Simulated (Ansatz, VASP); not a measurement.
**Au: VASP beside Ansatz**

INCAR

```
SYSTEM = Au
ALGO = Normal ; EDIFF = 1E-6
ENCUT = 500 ; GGA = PS
GGA_COMPAT = .False. ; ISIF = 2
ISMEAR = -1 ; LASPH = .True.
LCHARG = .False. ; LDAU = .True.
LDAUJ = 0 ; LDAUL = 2
LDAUPRINT = 1 ; LDAUTYPE = 2
LDAUU = 1 ; LMAXMIX = 4
LREAL = .False. ; LWAVE = .False.
NBANDS = 18 ; NELM = 200
PREC = Accurate ; SIGMA = 0.15
```

File KPOINTS:

```
k-points
0
Gamma
  18 18 10
  0 0 0
```

File POSCAR:

```
Au
1.0
    2.8803538825      0.0000000000      0.0000000000
   -1.4401769412      2.4944596341      0.0000000000
    0.0000000000      0.0000000000      4.8372788332
Au
2
Direct
    0.3333333333      0.6666666667      0.7500000000
    0.6666666667      0.3333333333      0.2500000000
```

Input for Ansatz:

```yaml
crystal:
  lattice:
    - [2.8803538825, 0.0, 0.0]
    - [-1.4401769412, 2.4944596341, 0.0]
    - [0.0, 0.0, 4.8372788332]
  atoms:
    - { symbol: Au, position: [0.3333333333, 0.6666666667, 0.75] }
    - { symbol: Au, position: [0.6666666667, 0.3333333333, 0.25] }
basis:
  ecutwfc: 420
  xc_grid: 4
kpoints:
  mp_grid: { grid: [18, 18, 10] }
hamiltonian:
  xc: pbesol
  hubbard: { sites: [{ species: Au, l: d, u_eff: 1.0 }], double_counting: fll }
scf:
  occupations: { method: fermi_dirac, width: 0.15 }
output:
  forces: true
  eigenvalues: true
  stress: true
```

Alike in both runs: task single point; functional PBEsol; k mesh 18 × 18 × 10; occupations fermi-dirac, width 0.15 eV; no spin polarisation; Hubbard terms Au d U = 1.0 eV.

|  | VASP | Ansatz |
| --- | --- | --- |
| version | VASP 6.6.1 | Ansatz 0.2.0 |
| potentials or method | VASP PAW PBE potentials, release 64 (Au), cutoff 500 eV | scalar-relativistic, plane waves, PAW |
| valence electrons in the cell | 22 | 38 |

|  | VASP | Ansatz | Ansatz less VASP |
| --- | --- | --- | --- |
| gap on the k mesh at the Fermi level (eV) | none | none | - |
| pressure (GPa) | -4.0 | -2.5 | +1.45 |
| traceless stress, the component that is largest in VASP (GPa) | -0.10 | -0.22 | -0.116 |

VASP's potentials were made for PBE, not for PBEsol. The programs project onto different local orbitals, so the same U acts differently, and such runs can settle in different states. A gap of «none» marks a metal or a gap that the smearing closes. VASP's potentials hold 22 valence electrons a cell and Ansatz's 38, so a difference there can come from the potentials and not from the codes. Ansatz's warnings: filled band counts differ across k points.

Neither program's run includes spin-orbit coupling.
